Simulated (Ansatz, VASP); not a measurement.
# One calculation of ZrC, two programs

Contents of INCAR:

```
PREC = Accurate
ENCUT = 520
EDIFF = 1E-6
ISMEAR = 0
SIGMA = 0.15
LREAL = F
LASPH = T
NELM = 80
ALGO = Normal
ISIF = 2
LWAVE = F
LCHARG = T
GGA = PE
LELF = T
LVHAR = T
NBANDS = 15
```

The input KPOINTS:

```
regular mesh
0
Gamma
  18 18 18
```

File POSCAR:

```
ZrC
1.0
    0.0000000000      2.3502100000      2.3502100000
    2.3502100000      0.0000000000      2.3502100000
    2.3502100000      2.3502100000      0.0000000000
Zr C
1 1
Direct
    0.5451304425      0.4548695575      0.5000000000
    0.0000000000      0.0000000000      0.0000000000
```

Input for Ansatz:

```yaml
crystal:
  lattice:
    - [0.0, 2.35021, 2.35021]
    - [2.35021, 0.0, 2.35021]
    - [2.35021, 2.35021, 0.0]
  atoms:
    - { symbol: Zr, position: [0.5451304425, 0.4548695575, 0.5] }
    - { symbol: C, position: [0.0, 0.0, 0.0] }
basis:
  ecutwfc: 420
kpoints:
  mp_grid: { grid: [18, 18, 18] }
hamiltonian:
  xc: pbe
scf:
  occupations: { method: gaussian, width: 0.15 }
output:
  forces: true
  stress: true
  eigenvalues: true
  write_density: true
  write_potential: true
  elf: true
  volumetric_format: npy
```

Change from the starting cell: all Zr atoms moved -0.150 Å, as atom 1 along Cartesian [1 -1 0].

Alike in both runs: task single point; functional PBE; k mesh 18 × 18 × 18; occupations gaussian, width 0.15 eV; no spin polarisation.

|  | VASP | Ansatz |
| --- | --- | --- |
| version | VASP 6.6.1 | Ansatz 0.2.0 |
| potentials or method | VASP PAW PBE potentials, release 64 (Zr_sv, C), cutoff 520 eV | scalar-relativistic, plane waves, PAW |
| valence electrons in the cell | 16 | 16 |

Ansatz gave:

```
gap on the k mesh at the Fermi level (eV)                     : none
pressure (GPa)                                                : 2.9
traceless stress, the component that is largest in VASP (GPa) : -2.05
rms of the force components (eV/Å)                            : 0.567
```

**Question.** Which values does VASP return?

**Answer.** gap on the k mesh at the Fermi level (eV): none; pressure (GPa): 3.2; traceless stress, the component that is largest in VASP (GPa): -2.06; rms of the force components (eV/Å): 0.569.

Atom by atom the forces differ by 0.002 eV/Å (rms over components). A gap of «none» marks a metal or a gap that the smearing closes.
